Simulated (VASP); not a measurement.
Runs of VASP 6.6.1 on ZnAu. The structure is that of space group Pm-3m (No. 221), or close to it. The cells are those of the table. 

```tsv
level	cell	smearing	pressure (GPa)	moment (μB)
PBE	a = 3.190 Å, 2 atoms	gaussian 0.05 eV	(a)	0.00
PBE+D4	a = 3.179 Å, 2 atoms	gaussian 0.05 eV	-4.5	0.00
PBE	a = 3.179 Å, 2 atoms	gaussian 0.05 eV	0.3	0.00
PBE	a = 3.179 Å, 2 atoms	gaussian 0.15 eV	0.3	0.00
```

Alike in all rows: task single point; potentials or basis VASP PAW PBE potentials, release 64 (Zn, Au); spin non-collinear, zero start, SOC; k mesh 10 × 10 × 10; cutoff (eV) 520.

Question: Estimate the missing entries.

Answer: (a) -0.9.

Caveats: the cell stands under tension (at least some runs).
